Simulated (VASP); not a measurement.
# C in VASP: a series of runs

C is run at these levels: LDA; tasks: single point.

Everything below comes from runs of VASP 6.6.1. Logs are shortened: lines on timing, memory, paths and dates and some standing lists are left out, and cuts for length are marked.

**1. The cell of the first run**

The cell holds a slab with vacuum, 2 atoms: a = 2.456 Å, b = 2.456 Å, c = 8.524 Å, α = 90.00°, β = 90.00°, γ = 120.00°.

**2. Single point, LDA (atom 1 (C) moved by (-0.200, -0.200) A along [1 1 0] and z)**

INCAR

```
ALGO = Normal
EDIFF = 1E-7
ENCUT = 520
ISIF = 2
ISMEAR = 0
LASPH = True
LCHARG = False
LREAL = False
LWAVE = False
NBANDS = 11
NELM = 100
PREC = Accurate
SIGMA = 0.15
```

KPOINTS

```
k-points
0
Gamma
  24 24 6
```

POSCAR

```
C
1.0
    2.4561701622      0.0000000000      0.0000000000
   -1.2280850811      2.1271057565      0.0000000000
    0.0000000000      0.0000000000      8.5238033600
C
2
Direct
    0.2425126655      0.6001813235     -0.0234637041
    0.6666666667      0.3333333333      0.0000000000
```

Potentials or basis: VASP PAW LDA potentials, release 64 (C).

The run is started by

```console
> cat potpaw_LDA.64/C/POTCAR > POTCAR
> mpirun -np 1 vasp_std > vasp.out
```

OUTCAR:

```text
EDIFF = 1E-7
   ENCUT = 520
   ISIF = 2
   ISMEAR = 0
   LASPH = True
   LREAL = False
   NELM = 100
   PREC = Accurate

 ion  position               nearest neighbor table
   1  0.243  0.600  0.977-   2 1.24   2 1.50   2 1.58
   2  0.667  0.333  0.000-   1 1.24   1 1.50   1 1.58

  LATTYP: Found a hexagonal cell.
 ALAT       =     2.4561701622
 C/A-ratio  =     3.4703635323

  Lattice vectors:

 A1 = (   2.4561701622,   0.0000000000,   0.0000000000)
 A2 = (  -1.2280850811,   2.1271057565,   0.0000000000)
 A3 = (   0.0000000000,   0.0000000000,   8.5238033600)

Analysis of symmetry for initial positions (statically):
=====================================================================
 Subroutine PRICEL returns:
 Original cell was already a primitive cell.

 Routine SETGRP: Setting up the symmetry group for a
 hexagonal supercell.

 Subroutine GETGRP returns: Found  2 space group operations
 (whereof  1 operations were pure point group operations)
 out of a pool of 24 trial point group operations.

The static configuration has the point symmetry C_1 .
 The point group associated with its full space group is S_2 .

Analysis of symmetry for dynamics (positions and initial velocities):
=====================================================================
 Subroutine PRICEL returns:
 Original cell was already a primitive cell.

 Routine SETGRP: Setting up the symmetry group for a
 hexagonal supercell.

 Subroutine GETGRP returns: Found  2 space group operations
 (whereof  1 operations were pure point group operations)
 out of a pool of 24 trial point group operations.

The dynamic configuration has the point symmetry C_1 .
 The point group associated with its full space group is S_2 .

 Subroutine INISYM returns: Found  2 space group operations
 (whereof  1 operations are pure point group operations),
 and found     1 'primitive' translations

----------------------------------------------------------------------------------------

                                     Primitive cell

  volume of cell :      44.5329

  direct lattice vectors                    reciprocal lattice vectors
     2.456170162  0.000000000  0.000000000     0.407137916  0.235061185  0.000000000
    -1.228085081  2.127105756  0.000000000     0.000000000  0.470122370  0.000000000
     0.000000000  0.000000000  8.523803360     0.000000000  0.000000000  0.117318521

  length of vectors
     2.456170162  2.456170162  8.523803360     0.470122370  0.470122370  0.117318521

  position of ions in fractional coordinates (direct lattice)
     0.242512666  0.600181324  0.976536296
     0.666666667  0.333333333  0.000000000

  ion indices of the primitive-cell ions
   primitive index   ion index
                 1           1
                 2           2

----------------------------------------------------------------------------------------

 KPOINTS: k-points

Automatic generation of k-mesh.
 Grid dimensions read from file:
 generate k-points for:   24   24    6

 Generating k-lattice:

  Cartesian coordinates                     Fractional coordinates (reciprocal lattice)
     0.016964080  0.009794216  0.000000000     0.041666667 -0.000000000  0.000000000
     0.000000000  0.019588432  0.000000000     0.000000000  0.041666667  0.000000000
     0.000000000  0.000000000  0.019553087     0.000000000  0.000000000  0.166666667

  Length of vectors
     0.019588432  0.019588432  0.019553087

  Shift w.r.t. Gamma in fractional coordinates (k-lattice)
     0.000000000  0.000000000  0.000000000

 Subroutine IBZKPT returns following result:
 ===========================================

 Found   1732 irreducible k-points:

 Following reciprocal coordinates:
            Coordinates               Weight
  0.000000  0.000000  0.000000      1.000000
  0.041667  0.000000  0.000000      2.000000
  0.000000  0.041667  0.000000      2.000000
 -0.041667  0.041667  0.000000      2.000000
  0.083333  0.000000  0.000000      2.000000
  0.000000  0.083333  0.000000      2.000000
[... 16 lines left out ...]
  0.333333 -0.000000  0.000000      2.000000
  0.000000  0.333333  0.000000      2.000000
 [... further k-points ...]
   k-points           NKPTS =   1732   k-points in BZ     NKDIM =   1732   number of bands    NBANDS=     11
   number of dos      NEDOS =    301   number of ions     NIONS =      2
   total plane-waves  NPLWV =  20736
   dimension x,y,z NGX =    18 NGY =   18 NGZ =   64
   dimension x,y,z NGXF=    36 NGYF=   36 NGZF=  128
   ions per type =               2
   NGX,Y,Z   is equivalent  to a cutoff of  12.18, 12.18, 12.48 a.u.
   NGXF,Y,Z  is equivalent  to a cutoff of  24.37, 24.37, 24.96 a.u.
 SYSTEM =  unknown system
   PREC   = accura    normal or accurate (medium, high low for compatibility)
   ISTART =      0    job   : 0-new  1-cont  2-samecut
   ICHARG =      2    charge: 1-file 2-atom 10-const
   ISPIN  =      1    spin polarized calculation?
   LNONCOLLINEAR =      F non collinear calculations
   LSORBIT =      F    spin-orbit coupling
   LASPH  =      T    aspherical Exc in radial PAW
   ENCUT  =  520.0 eV  38.22 Ry    6.18 a.u.   4.57  4.57 15.85*2*pi/ulx,y,z
   NELM   =    100;   NELMIN=  2; NELMDL= -5     # of ELM steps
   EDIFF  = 0.1E-06   stopping-criterion for ELM
   LREAL  =      F    real-space projection
   EDIFFG = 0.1E-05   stopping-criterion for IOM
   NSW    =      0    number of steps for IOM
   IBRION =     -1    ionic relax: 0-MD 1-quasi-New 2-CG
   NFREE  =      0    steps in history (QN), initial steepest desc. (CG)
   ISIF   =      2    stress and relaxation
   ISYM   =      2    0-nonsym 1-usesym 2-fastsym
   POTIM  = 0.5000    time-step for ionic-motion
   TEBEG  =    0.0;   TEEND  =   0.0 temperature during run
   PSTRESS=    0.0 pullay stress
   NELECT =       8.0000    total number of electrons
   NUPDOWN=      -1.0000    fix difference up-down
   EMIN   =  10.00;   EMAX   =-10.00  energy-range for DOS
   EFERMI =   0.00;   METHOD = LEGACY
   ISMEAR =     0;   SIGMA  =   0.15  broadening in eV -4-tet -1-fermi 0-gaus
   EFERMI_NEDOS =   21; number of points for ismear=-14 and -15
   IALGO  =     38    algorithm
   IMIX   =      4    mixing-type and parameters
     AMIX     =   0.40;   BMIX     =  1.00
     AMIX_MAG =   1.60;   BMIX_MAG =  1.00
  volume/ion in A,a.u.               =      22.27       150.26
  Fermi-wavevector in a.u.,A,eV,Ry     =   0.923729  1.745594 11.609511  0.853275
  Thomas-Fermi vector in A             =   2.049397
   LORBIT       =      0    0 simple, 1 ext, 2 COOP (PROOUT), +10 PAW based schemes
   GGA     = CA    functional components
   LHFCALC =     F    Hartree Fock is set to
   AEXX    =    0.0000 exact exchange contribution
   IVDW    =     0    specifies the selected vdW correction
   LEPSILON=     F    determine dielectric tensor
   LRPA    =     F    only Hartree local field effects (RPA)
 non-spin polarized calculation
 Gauss-broadening in eV      SIGMA  =   0.15
  energy-cutoff  :      520.00
  volume of cell :       44.53
 maximum number of plane-waves:      1223
   NGX =  9   NGY =  9   NGZ = 31

 number of electron       7.9999998 magnetization

 Free energy of the ion-electron system (eV)
  ---------------------------------------------------
  ext. energy  EPLUGINS =         0.00000000
  ---------------------------------------------------
  free energy    TOTEN  =       -18.70760248 eV

  energy without entropy =      -18.70598009  energy(sigma->0) =      -18.70679128

 E-fermi :  -1.1124     XC(G=0):  -5.1283

 val. band max:       -1.1162101295   @ k =  -0.4583  -0.1250   0.0000
 cond. band min:      -1.0945177947   @ k =   0.4583   0.0417   0.5000
 fundamental gap:      0.0216923347
 Fermi energy:        -1.1123767227

 k-point     1 :       0.0000    0.0000    0.0000
  band No.  band energies     occupation
      1     -20.2537      2.00000
      2      -8.6179      2.00000
      3      -6.1532      2.00000
      4      -0.5333      0.00000
      5       2.0254      0.00000
      6       3.7302      0.00000
      7       4.5600      0.00000
      8       5.7107      0.00000
      9       9.7328      0.00000
     10      10.5978      0.00000
     11      12.7431      0.00000

 k-point     2 :       0.0417    0.0000    0.0000
  band No.  band energies     occupation
      1     -20.2144      2.00000
      2      -8.5700      2.00000
      3      -6.2561      2.00000
      4      -0.7985      0.00308
      5       2.0759      0.00000
      6       4.0667      0.00000
      7       4.6157      0.00000
      8       5.7499      0.00000
      9       9.6592      0.00000
     10      10.5268      0.00000
     11      12.7848      0.00000

 k-point     3 :       0.0000    0.0417    0.0000
  band No.  band energies     occupation
      1     -20.2125      2.00000
      2      -8.5721      2.00000
      3      -6.2170      2.00000
      4      -0.8276      0.00725
      5       2.0727      0.00000
      6       3.8867      0.00000
      7       4.6130      0.00000
      8       5.7616      0.00000
      9       9.8781      0.00000
     10      10.5445      0.00000
     11      12.7951      0.00000
[... 267 lines left out ...]
 k-point    23 :       0.3333   -0.0000    0.0000
  band No.  band energies     occupation
      1     -17.8122      2.00000
      2     -11.1288      2.00000
      3      -5.4163      2.00000
      4      -5.2406      2.00000
      5       2.6481      0.00000
      6       6.0277      0.00000
      7       7.5922      0.00000
      8       8.0845      0.00000
      9       9.7937      0.00000
     10      13.2636      0.00000
     11      14.4907      0.00000

 k-point    24 :       0.0000    0.3333    0.0000
  band No.  band energies     occupation
      1     -17.7020      2.00000
      2     -10.0059      2.00000
      3      -6.8557      2.00000
      4      -5.8745      2.00000
      5       3.9109      0.00000
      6       5.5263      0.00000
      7       6.1694      0.00000
      8       8.1171      0.00000
      9       9.9229      0.00000
     10      14.1010      0.00000
     11      14.9499      0.00000

 [... further k-points ...]

------------------------ aborting loop because EDIFF is reached ----------------------------------------

  FORCE on cell =-STRESS in cart. coord.  units (eV):
  Direction    XX          YY          ZZ          XY          YZ          ZX
  --------------------------------------------------------------------------------------
  -------------------------------------------------------------------------------------
  Total        4.4266916      0.6388517     -0.5202657      2.4262517     -1.3554059     -1.8836420
  in kB      159.2607983     22.9842139    -18.7177996     87.2901990    -48.7639628    -67.7685181
  external PRESSURE =      54.5090708 kB  Pullay stress =       0.0000000 kB

 VOLUME and BASIS-vectors are now :
 -----------------------------------------------------------------------------
  energy-cutoff  :      520.00
  volume of cell :       44.53
      direct lattice vectors                 reciprocal lattice vectors
     2.456170162  0.000000000  0.000000000     0.407137916  0.235061185  0.000000000
    -1.228085081  2.127105756  0.000000000     0.000000000  0.470122370  0.000000000
     0.000000000  0.000000000  8.523803360     0.000000000  0.000000000  0.117318521

 POSITION                                       TOTAL-FORCE (eV/Angst)
 -----------------------------------------------------------------------------------
     -0.14142      1.27665      8.32380         9.416357      6.776237      2.526257
      1.22809      0.70904      0.00000        -9.416357     -6.776237     -2.526257
 -----------------------------------------------------------------------------------
    total drift:                                0.000007      0.000002     -0.000005

  FREE ENERGIE OF THE ION-ELECTRON SYSTEM (eV)
  ---------------------------------------------------
  free  energy   TOTEN  =       -18.7076024774 eV

  energy  without entropy=      -18.7059800891  energy(sigma->0) =      -18.70679128
```

Run time: 11 min. Hardware: 1 thread of Oxide Virtual Turin-like, shared host; peak memory 0.65 GiB.

Results:

| Quantity | Value |
| --- | --- |
| Free energy | -18.7076 eV |
| Largest force | 11.873 eV/Å |
| Band gap on the k mesh | zero (band 4 reaches -0.53 eV, above the bottom of band 5 at -1.50 eV) |

Forces on the atoms (eV/Å):
```
C    9.416  6.776  2.526
C   -9.416 -6.776 -2.526
```

Levels at points of the mesh, in eV from the Fermi level:
```tsv
k point	band 2	band 3	band 4	band 5	band 6	band 7
(0.00, 0.00, 0.00)	-7.51	-5.04	0.58	3.14	4.84	5.67
(0.50, 0.00, 0.00)	-12.98	-4.94	-0.79	-0.39	8.27	11.01
(0.00, 0.50, 0.00)	-11.83	-6.54	-3.08	3.11	6.52	10.96
(0.50, 0.50, 0.00)	-12.38	-5.58	-2.67	2.27	5.89	11.07
(0.00, 0.00, 0.50)	-7.51	-5.04	0.58	3.63	4.25	4.84
(0.50, 0.00, 0.50)	-12.98	-4.94	-0.79	-0.39	8.27	11.30
(0.00, 0.50, 0.50)	-11.83	-6.54	-3.08	3.11	6.52	11.12
(0.50, 0.50, 0.50)	-12.38	-5.58	-2.67	2.27	5.89	11.27
```

Caveat: the cell differs from its parent crystal (atom 1 (C) moved by (-0.200, -0.200) A along [1 1 0] and z).

**3. Single point, LDA (atom 1 (C) moved by (+0.200, -0.200) A along [1 1 0] and z)**

INCAR

```
SYSTEM = C
PREC = Accurate
ENCUT = 520
EDIFF = 1E-6
ISMEAR = 0
SIGMA = 0.15
LREAL = .False.
LASPH = .True.
NELM = 100
ALGO = Normal
ISIF = 2
LWAVE = .False.
LCHARG = .False.
NBANDS = 11
```

KPOINTS

```
Automatic mesh
0
Gamma
  24 24 6
  0 0 0
```

POSCAR, as its differences from that of step 2:

```diff
@@ -8,3 +8,3 @@
 Direct
-    0.2425126655      0.6001813235     -0.0234637041
+    0.4241540011      0.7331520099     -0.0234637041
     0.6666666667      0.3333333333      0.0000000000
```

Potentials or basis: VASP PAW LDA potentials, release 64 (C).

The run is started by

```console
> cat potpaw_LDA.64/C/POTCAR > POTCAR
> mpirun -np 1 vasp_std > vasp.out
```

OUTCAR:

```text
SYSTEM = C
   PREC = Accurate
   ENCUT = 520
   EDIFF = 1E-6
   ISMEAR = 0
   LREAL = .False.
   LASPH = .True.
   NELM = 100
   ISIF = 2

 ion  position               nearest neighbor table
   1  0.424  0.733  0.977-   2 1.30   2 1.39   2 1.62
   2  0.667  0.333  0.000-   1 1.30   1 1.39   1 1.62

  LATTYP: Found a hexagonal cell.
 ALAT       =     2.4561701622
 C/A-ratio  =     3.4703635323

  Lattice vectors:

 A1 = (   2.4561701622,   0.0000000000,   0.0000000000)
[... 521 lines left out ...]

 [... further k-points ...]

------------------------ aborting loop because EDIFF is reached ----------------------------------------

  FORCE on cell =-STRESS in cart. coord.  units (eV):
  Direction    XX          YY          ZZ          XY          YZ          ZX
  --------------------------------------------------------------------------------------
  -------------------------------------------------------------------------------------
  Total        0.0710687      3.2310406     -0.5655376     -1.0837662      1.3130775      0.8399229
  in kB        2.5568661    116.2443989    -20.3465650    -38.9910770     47.2410990     30.2182308
  external PRESSURE =      32.8182333 kB  Pullay stress =       0.0000000 kB

 VOLUME and BASIS-vectors are now :
 -----------------------------------------------------------------------------
  energy-cutoff  :      520.00
  volume of cell :       44.53
      direct lattice vectors                 reciprocal lattice vectors
     2.456170162  0.000000000  0.000000000     0.407137916  0.235061185  0.000000000
    -1.228085081  2.127105756  0.000000000     0.000000000  0.470122370  0.000000000
     0.000000000  0.000000000  8.523803360     0.000000000  0.000000000  0.117318521

 POSITION                                       TOTAL-FORCE (eV/Angst)
 -----------------------------------------------------------------------------------
      0.14142      1.55949      8.32380        -4.199882     -6.563834      2.759269
      1.22809      0.70904      0.00000         4.199882      6.563834     -2.759269
 -----------------------------------------------------------------------------------
    total drift:                                0.000004     -0.000011     -0.000006

  FREE ENERGIE OF THE ION-ELECTRON SYSTEM (eV)
  ---------------------------------------------------
  free  energy   TOTEN  =       -18.9448289889 eV

  energy  without entropy=      -18.9423926796  energy(sigma->0) =      -18.94361083
```

OSZICAR:

```text
N       E                     dE             d eps       ncg     rms          rms(c)
DAV:   1     0.224218936907E+02    0.22422E+02   -0.36795E+03 38240   0.583E+02
DAV:   2    -0.186051602398E+02   -0.41027E+02   -0.39156E+02 50760   0.131E+02
DAV:   3    -0.205165273856E+02   -0.19114E+01   -0.18964E+01 48471   0.275E+01
DAV:   4    -0.205366791868E+02   -0.20152E-01   -0.20144E-01 51662   0.349E+00
DAV:   5    -0.205368405799E+02   -0.16139E-03   -0.16139E-03 48367   0.270E-01    0.683E+00
DAV:   6    -0.193567114869E+02    0.11801E+01   -0.10769E+00 45560   0.606E+00    0.384E+00
DAV:   7    -0.189526241715E+02    0.40409E+00   -0.12470E+00 48540   0.652E+00    0.103E+00
DAV:   8    -0.189459668344E+02    0.66573E-02   -0.43346E-02 45993   0.127E+00    0.164E-01
DAV:   9    -0.189436694226E+02    0.22974E-02   -0.22718E-03 50313   0.280E-01    0.128E-01
DAV:  10    -0.189432633413E+02    0.40608E-03   -0.31255E-03 44852   0.243E-01    0.136E-01
DAV:  11    -0.189437114075E+02   -0.44807E-03   -0.13609E-04 44688   0.683E-02    0.350E-02
DAV:  12    -0.189447597098E+02   -0.10483E-02   -0.81332E-05 41233   0.434E-02    0.215E-02
DAV:  13    -0.189447723030E+02   -0.12593E-04   -0.98861E-07 46264   0.723E-03    0.592E-03
DAV:  14    -0.189448287660E+02   -0.56463E-04   -0.47434E-06 40676   0.919E-03    0.161E-03
DAV:  15    -0.189448289889E+02   -0.22284E-06   -0.46307E-08 46505   0.143E-03
   1 F= -.18944829E+02 E0= -.18943611E+02  d E =-.243631E-02
```

It took 9.1 min on 1 thread of Oxide Virtual Turin-like, shared host; peak memory 0.65 GiB.

Results:

| Property | Result |
| --- | --- |
| Free energy | -18.9448 eV |
| Largest force | 8.267 eV/Å |
| Band gap on the k mesh | zero (band 4 reaches -0.45 eV, above the bottom of band 5 at -1.07 eV) |

Forces in eV/Å, atoms in the order of the input:
```
C   -4.200 -6.564  2.759
C    4.200  6.564 -2.759
```

Caveat: the cell differs from its parent crystal (atom 1 (C) moved by (+0.200, -0.200) A along [1 1 0] and z).
